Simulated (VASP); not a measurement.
# C (C2/m) in VASP: a series of runs, part 2 of 3

VASP 6.6.1. The steps go on from the part before.

**4. Single point, PBE+D3(BJ) (atoms displaced along a vibrational mode)**

INCAR reads:

```
SYSTEM = C
ALGO     = Normal         ! electronic algorithm
EDIFF    = 1E-6           ! SCF threshold, eV
ENCUT    = 520            ! plane-wave cutoff, eV
GGA      = PE             ! functional
ISIF     = 2              ! what is computed and relaxed
ISMEAR   = 0              ! smearing method
IVDW     = 12             ! dispersion correction
LASPH    = .TRUE.         ! aspherical terms in the spheres
LCHARG   = .TRUE.         ! write CHGCAR
LELF     = .TRUE.         ! ELF
LREAL    = .FALSE.        ! projectors in reciprocal space
LVHAR    = .TRUE.       
LWAVE    = .FALSE.        ! write WAVECAR
NBANDS   = 11             ! bands
NELM     = 80             ! most SCF steps
PREC     = Accurate       ! precision mode
SIGMA    = 0.05           ! smearing width, eV
```

KPOINTS reads:

```
k-points
0
G
  15 15 15
  0 0 0
```

POSCAR reads:

```
C
1.0
    1.2324809262      0.7115731945      3.3609366220
   -1.2324809262      0.7115731945      3.3609366220
    0.0000000000     -1.4231463891      3.3609366220
C
2
Direct
    0.1806937434      0.1806937434      0.1596136913
    0.8193062566      0.8193062566      0.8403863087
```

Potentials or basis: VASP PAW PBE potentials, release 64 (C).

Command:

```console
$ cat potpaw_PBE.64/C/POTCAR > POTCAR
$ mpirun -np 1 vasp_std > vasp.out
```

OUTCAR:

```text
SYSTEM = C
   EDIFF = 1E-6
   ENCUT = 520
   GGA = PE
   ISIF = 2
   ISMEAR = 0
   IVDW = 12
   LASPH = .TRUE.
   LREAL = .FALSE.
   NELM = 80
   PREC = Accurate
 IVDW          = 12

 ion  position               nearest neighbor table
   1  0.181  0.181  0.160-   2 1.40   2 1.40   2 1.49
   2  0.819  0.819  0.840-   1 1.40   1 1.40   1 1.49

  LATTYP: Found a trigonal (rhomboedric) cell.
 ALAT       =     3.6498274783
 COS(alpha) =     0.7719417768

  Lattice vectors:

 A1 = (   1.2324809262,   0.7115731945,   3.3609366220)
 A2 = (  -1.2324809262,   0.7115731945,   3.3609366220)
 A3 = (   0.0000000000,  -1.4231463891,   3.3609366220)

Analysis of symmetry for initial positions (statically):
=====================================================================
 Subroutine PRICEL returns:
 Original cell was already a primitive cell.

 Routine SETGRP: Setting up the symmetry group for a
 trigonal (rhombohedral) supercell.

 Subroutine GETGRP returns: Found  4 space group operations
 (whereof  4 operations were pure point group operations)
 out of a pool of 12 trial point group operations.

The static configuration has the point symmetry C_2h.

Analysis of symmetry for dynamics (positions and initial velocities):
=====================================================================
 Subroutine PRICEL returns:
 Original cell was already a primitive cell.

 Routine SETGRP: Setting up the symmetry group for a
 trigonal (rhombohedral) supercell.

 Subroutine GETGRP returns: Found  4 space group operations
 (whereof  4 operations were pure point group operations)
 out of a pool of 12 trial point group operations.

The dynamic configuration has the point symmetry C_2h.

 Subroutine INISYM returns: Found  4 space group operations
 (whereof  4 operations are pure point group operations),
 and found     1 'primitive' translations

----------------------------------------------------------------------------------------

                                     Primitive cell

  volume of cell :      17.6853

  direct lattice vectors                    reciprocal lattice vectors
     1.232480926  0.711573195  3.360936622     0.405685791  0.234222801  0.099178702
    -1.232480926  0.711573195  3.360936622    -0.405685791  0.234222801  0.099178702
     0.000000000 -1.423146389  3.360936622     0.000000000 -0.468445602  0.099178702

  length of vectors
     3.649827478  3.649827478  3.649827478     0.478829507  0.478829507  0.478829507

  position of ions in fractional coordinates (direct lattice)
     0.180693743  0.180693743  0.159613691
     0.819306257  0.819306257  0.840386309

  ion indices of the primitive-cell ions
   primitive index   ion index
                 1           1
                 2           2

----------------------------------------------------------------------------------------

 KPOINTS: k-points

Automatic generation of k-mesh.
 Grid dimensions read from file:
 generate k-points for:   15   15   15

 Generating k-lattice:

[... 21 lines left out ...]
  0.133333  0.000000  0.000000      4.000000
  0.000000  0.000000  0.133333      2.000000
  0.200000  0.000000  0.000000      4.000000
[... 16 lines left out ...]
  0.066667  0.000000  0.200000      4.000000
  0.266667  0.066667 -0.000000      4.000000
 [... further k-points ...]
   k-points           NKPTS =    904   k-points in BZ     NKDIM =    904   number of bands    NBANDS=     11
   number of dos      NEDOS =    301   number of ions     NIONS =      2
   total plane-waves  NPLWV =  21952
   dimension x,y,z NGX =    28 NGY =   28 NGZ =   28
   dimension x,y,z NGXF=    56 NGYF=   56 NGZF=   56
   ions per type =               2
   NGX,Y,Z   is equivalent  to a cutoff of  12.75, 12.75, 12.75 a.u.
   NGXF,Y,Z  is equivalent  to a cutoff of  25.51, 25.51, 25.51 a.u.
 SYSTEM =  C
   PREC   = accura    normal or accurate (medium, high low for compatibility)
   ISTART =      0    job   : 0-new  1-cont  2-samecut
   ICHARG =      2    charge: 1-file 2-atom 10-const
   ISPIN  =      1    spin polarized calculation?
   LNONCOLLINEAR =      F non collinear calculations
   LSORBIT =      F    spin-orbit coupling
   LASPH  =      T    aspherical Exc in radial PAW
   ENCUT  =  520.0 eV  38.22 Ry    6.18 a.u.   6.79  6.79  6.79*2*pi/ulx,y,z
   NELM   =     80;   NELMIN=  2; NELMDL= -5     # of ELM steps
   EDIFF  = 0.1E-05   stopping-criterion for ELM
   LREAL  =      F    real-space projection
   EDIFFG = 0.1E-04   stopping-criterion for IOM
   NSW    =      0    number of steps for IOM
   IBRION =     -1    ionic relax: 0-MD 1-quasi-New 2-CG
   NFREE  =      0    steps in history (QN), initial steepest desc. (CG)
   ISIF   =      2    stress and relaxation
   ISYM   =      2    0-nonsym 1-usesym 2-fastsym
   POTIM  = 0.5000    time-step for ionic-motion
   TEBEG  =    0.0;   TEEND  =   0.0 temperature during run
   PSTRESS=    0.0 pullay stress
   NELECT =       8.0000    total number of electrons
   NUPDOWN=      -1.0000    fix difference up-down
   EMIN   =  10.00;   EMAX   =-10.00  energy-range for DOS
   EFERMI =   0.00;   METHOD = LEGACY
   ISMEAR =     0;   SIGMA  =   0.05  broadening in eV -4-tet -1-fermi 0-gaus
   EFERMI_NEDOS =   21; number of points for ismear=-14 and -15
   IALGO  =     38    algorithm
   IMIX   =      4    mixing-type and parameters
     AMIX     =   0.40;   BMIX     =  1.00
     AMIX_MAG =   1.60;   BMIX_MAG =  1.00
  volume/ion in A,a.u.               =       8.84        59.67
  Fermi-wavevector in a.u.,A,eV,Ry     =   1.256708  2.374834 21.487884  1.579315
  Thomas-Fermi vector in A             =   2.390403
   LORBIT       =      0    0 simple, 1 ext, 2 COOP (PROOUT), +10 PAW based schemes
   GGA     = PE    functional components
   LHFCALC =     F    Hartree Fock is set to
   AEXX    =    0.0000 exact exchange contribution
   IVDW    =    12    specifies the selected vdW correction
   LEPSILON=     F    determine dielectric tensor
   LRPA    =     F    only Hartree local field effects (RPA)
 non-spin polarized calculation
 Gauss-broadening in eV      SIGMA  =   0.05
  energy-cutoff  :      520.00
  volume of cell :       17.69
 maximum number of plane-waves:       490
   NGX = 13   NGY = 13   NGZ = 13

 number of electron       8.0000000 magnetization

 Free energy of the ion-electron system (eV)
  ---------------------------------------------------
  ext. energy  EPLUGINS =         0.00000000
  ---------------------------------------------------
  free energy    TOTEN  =       -18.16681748 eV

  energy without entropy =      -18.16681641  energy(sigma->0) =      -18.16681695

 E-fermi :   4.5880     XC(G=0): -10.3396

 val. band max:        4.4863309516   @ k =   0.2000  -0.1333  -0.4667
 cond. band min:       4.6895706997   @ k =   0.2000  -0.1333  -0.4667
 fundamental gap:      0.2032397480
 Fermi energy:         4.5879509318

 k-point     1 :       0.0000    0.0000    0.0000
  band No.  band energies     occupation
      1     -14.9466      2.00000
      2      -1.8340      2.00000
      3       0.9567      2.00000
      4       2.7453      2.00000
      5       8.4806      0.00000
      6      11.8688      0.00000
      7      14.2189      0.00000
      8      16.4024      0.00000
      9      17.2560      0.00000
     10      27.4243      0.00000
     11      30.0887      0.00000
[... 309 lines left out ...]
 k-point    24 :       0.2667    0.0667   -0.0000
  band No.  band energies     occupation
      1     -13.5456      2.00000
      2      -2.4637      2.00000
      3      -0.5766      2.00000
      4      -0.0263      2.00000
      5      10.1012      0.00000
      6      13.0604      0.00000
      7      13.2107      0.00000
      8      17.0554      0.00000
      9      20.1808      0.00000
     10      23.3423      0.00000
     11      27.5234      0.00000

 [... further k-points ...]

------------------------ aborting loop because EDIFF is reached ----------------------------------------

 Edisp (eV)   -0.31239

 E8    (eV) :    -0.0885

  FORCE on cell =-STRESS in cart. coord.  units (eV):
  Direction    XX          YY          ZZ          XY          YZ          ZX
  --------------------------------------------------------------------------------------
  -------------------------------------------------------------------------------------
  Total       0.83640    -0.26408    -0.30673     0.00000    -0.39938     0.00000
  in kB      75.77312   -23.92360   -27.78807     0.00000   -36.18159     0.00000
  external pressure =        8.02 kB  Pullay stress =        0.00 kB

 VOLUME and BASIS-vectors are now :
 -----------------------------------------------------------------------------
  energy-cutoff  :      520.00
  volume of cell :       17.69
      direct lattice vectors                 reciprocal lattice vectors
     1.232480926  0.711573195  3.360936622     0.405685791  0.234222801  0.099178702
    -1.232480926  0.711573195  3.360936622    -0.405685791  0.234222801  0.099178702
     0.000000000 -1.423146389  3.360936622     0.000000000 -0.468445602  0.099178702

 POSITION                                       TOTAL-FORCE (eV/Angst)
 -----------------------------------------------------------------------------------
      0.00000      0.03000      1.75105         0.000000     -2.850885     -2.311275
      0.00000     -0.03000      8.33176         0.000000      2.850885      2.311275
 -----------------------------------------------------------------------------------
    total drift:                               -0.000000      0.000000     -0.000000

  FREE ENERGIE OF THE ION-ELECTRON SYSTEM (eV)
  ---------------------------------------------------
  free  energy   TOTEN  =       -18.4792116934 eV

  energy  without entropy=      -18.4792106186  energy(sigma->0) =      -18.47921116
```

It took 3.5 min on 1 thread of Intel Xeon Platinum 8488C (Sapphire Rapids), shared host; peak memory 0.28 GiB.

What came out:

| Property | Result |
| --- | --- |
| Free energy | -18.4792 eV |
| Pressure | 0.8 GPa |
| Largest force | 3.670 eV/Å |
| Dispersion energy per atom | -0.156 eV |

Forces on the atoms (eV/Å):
```
C    0.000 -2.851 -2.311
C    0.000  2.851  2.311
```

Caveat: the cell differs from its parent crystal (atoms displaced along a vibrational mode); forces of over 1 eV/Å act on the atoms, so gaps and moduli don't describe the material at rest.

**5. Single point, PBE+D3(BJ) (atoms displaced along a vibrational mode)**

INCAR reads:

```
  PREC = Accurate
  ENCUT = 520
  EDIFF = 1E-7
  ISMEAR = 0
  SIGMA = 0.05
  LREAL = False
  LASPH = True
  NELM = 80
  ALGO = Normal
  ISIF = 2
  LWAVE = False
  LCHARG = True
  GGA = PE
  IVDW = 12
  LELF = True
  LVHAR = True
  NBANDS = 11
```

KPOINTS reads:

```
regular mesh
0
Gamma
  15 15 15
```

POSCAR reads:

```
C
1.0
    1.2324809262      0.7115731945      3.3609366220
   -1.2324809262      0.7115731945      3.3609366220
    0.0000000000     -1.4231463891      3.3609366220
C
2
Direct
    0.1653979715      0.1653979715      0.1548579455
    0.8346020285      0.8346020285      0.8451420545
```

Potentials or basis: VASP PAW PBE potentials, release 64 (C).

Command:

```console
$ cat potpaw_PBE.64/C/POTCAR > POTCAR
$ mpirun -np 1 vasp_std > vasp.out
```

OUTCAR:

```text
PREC = Accurate
   ENCUT = 520
   EDIFF = 1E-7
   ISMEAR = 0
   LREAL = False
   LASPH = True
   NELM = 80
   ISIF = 2
   GGA = PE
   IVDW = 12
 IVDW          = 12

 ion  position               nearest neighbor table
   1  0.165  0.165  0.155-   2 1.41   2 1.41   2 1.46
   2  0.835  0.835  0.845-   1 1.41   1 1.41   1 1.46

  LATTYP: Found a trigonal (rhomboedric) cell.
 ALAT       =     3.6498274783
 COS(alpha) =     0.7719417768

  Lattice vectors:

 A1 = (   1.2324809262,   0.7115731945,   3.3609366220)
 A2 = (  -1.2324809262,   0.7115731945,   3.3609366220)
[... 522 lines left out ...]

 Edisp (eV)   -0.31212

 E8    (eV) :    -0.0884

  FORCE on cell =-STRESS in cart. coord.  units (eV):
  Direction    XX          YY          ZZ          XY          YZ          ZX
  --------------------------------------------------------------------------------------
  -------------------------------------------------------------------------------------
  Total       0.46611    -0.18753    -0.18536     0.00000     0.14700     0.00000
  in kB      42.22693   -16.98952   -16.79280     0.00000    13.31694     0.00000
  external pressure =        2.81 kB  Pullay stress =        0.00 kB

 VOLUME and BASIS-vectors are now :
 -----------------------------------------------------------------------------
  energy-cutoff  :      520.00
  volume of cell :       17.69
      direct lattice vectors                 reciprocal lattice vectors
     1.232480926  0.711573195  3.360936622     0.405685791  0.234222801  0.099178702
    -1.232480926  0.711573195  3.360936622    -0.405685791  0.234222801  0.099178702
     0.000000000 -1.423146389  3.360936622     0.000000000 -0.468445602  0.099178702

 POSITION                                       TOTAL-FORCE (eV/Angst)
 -----------------------------------------------------------------------------------
      0.00000      0.01500      1.63225         0.000000     -1.537013      1.561283
      0.00000     -0.01500      8.45056         0.000000      1.537013     -1.561283
 -----------------------------------------------------------------------------------
    total drift:                               -0.000000     -0.000000      0.000000

  FREE ENERGIE OF THE ION-ELECTRON SYSTEM (eV)
  ---------------------------------------------------
  free  energy   TOTEN  =       -18.6371822266 eV

  energy  without entropy=      -18.6371822266  energy(sigma->0) =      -18.63718223
```

OSZICAR:

```text
N       E                     dE             d eps       ncg     rms          rms(c)
DAV:   1     0.591901583738E+01    0.59190E+01   -0.45602E+03 20456   0.664E+02
DAV:   2    -0.189021632516E+02   -0.24821E+02   -0.23574E+02 26184   0.131E+02
DAV:   3    -0.194897597810E+02   -0.58760E+00   -0.58420E+00 25187   0.168E+01
DAV:   4    -0.194919061993E+02   -0.21464E-02   -0.21463E-02 23176   0.123E+00
DAV:   5    -0.194919143105E+02   -0.81111E-05   -0.81107E-05 25350   0.697E-02    0.628E+00
DAV:   6    -0.186028315690E+02    0.88908E+00   -0.75047E-01 23370   0.505E+00    0.366E+00
DAV:   7    -0.183215524955E+02    0.28128E+00   -0.85031E-01 24194   0.541E+00    0.103E+00
DAV:   8    -0.183251392418E+02   -0.35867E-02   -0.20090E-02 22467   0.902E-01    0.110E-01
DAV:   9    -0.183249893645E+02    0.14988E-03   -0.52228E-04 24527   0.149E-01    0.521E-02
DAV:  10    -0.183250652245E+02   -0.75860E-04   -0.12014E-04 22671   0.759E-02    0.249E-02
DAV:  11    -0.183250660985E+02   -0.87403E-06   -0.69564E-06 24569   0.155E-02    0.308E-03
DAV:  12    -0.183250663714E+02   -0.27286E-06   -0.45964E-07 22658   0.512E-03    0.824E-04
DAV:  13    -0.183250663704E+02    0.91848E-09   -0.23457E-08 23931   0.104E-03
   1 F= -.18637182E+02 E0= -.18637182E+02  d E =-.166002E-10
```

Wall time 2.9 min (1 thread of Intel Xeon Platinum 8488C (Sapphire Rapids), shared host); peak memory 0.28 GiB.

Results:

```
Free energy                : -18.6372 eV
Pressure                   : 0.3 GPa
Largest force              : 2.191 eV/Å
Dispersion energy per atom : -0.156 eV
```

Forces on the atoms (eV/Å):
```
C    0.000 -1.537  1.561
C    0.000  1.537 -1.561
```

Caveat: the cell differs from its parent crystal (atoms displaced along a vibrational mode); forces of over 1 eV/Å act on the atoms, so gaps and moduli don't describe the material at rest.

[end of part 2 of 3]
